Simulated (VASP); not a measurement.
Wanted: the native input for a VASP 6.6.1 run.

```yaml
Task: single point
Functional: PBE
Potentials_or_basis: VASP PAW PBE potentials, release 64 (Pb_d, F)
Cutoff: 520 eV
k_mesh: 7 × 7 × 7
Occupations: fermi-dirac, width 0.03 eV
Spin: no spin polarisation
Dipole_correction: no
Further_INCAR_settings: ALGO = Normal; EDIFF = 1e-07; NBANDS = 21
```

The structure of PbF2 lies in POSCAR:

```
PbF2
1.0
    0.0000000000      2.9579484323      2.9579484323
    2.9579484323      0.0000000000      2.9579484323
    2.9579484323      2.9579484323      0.0000000000
Pb F
1 2
Direct
    0.0000000000      0.0000000000      0.0000000000
    0.7500000000      0.7500000000      0.7500000000
    0.2500000000      0.2500000000      0.2500000000
```

These files were run (other wordings do the same):

INCAR

```
SYSTEM = PbF2
  PREC = Accurate
  ENCUT = 520
  EDIFF = 1E-7
  ISMEAR = -1
  SIGMA = 0.03
  LREAL = .False.
  LASPH = .True.
  NELM = 100
  ALGO = Normal
  ISIF = 2
  LWAVE = .False.
  LCHARG = .False.
  GGA = PE
  NBANDS = 21
```

KPOINTS

```
regular mesh
0
Gamma
  7 7 7
  0 0 0
```

Potentials or basis: VASP PAW PBE potentials, release 64 (Pb_d, F).

Run with:

```console
$ cat potpaw_PBE.64/Pb_d/POTCAR potpaw_PBE.64/F/POTCAR > POTCAR
$ mpirun -np 1 vasp_std > vasp.out
```

Results of the run:

```json
{
 "Pressure": "2.9 GPa",
 "Band gap on the k mesh": "4.46 eV (least direct gap 4.67 eV)"
}
```

Caveat: spin-orbit coupling is left out, which moves the levels of the heavy elements; an odd mesh through Γ misses points on the zone boundary, where band edges can lie.

Run time: 41 s on 1 thread of Intel Xeon 8259CL (shared host), peak memory 0.18 GiB.
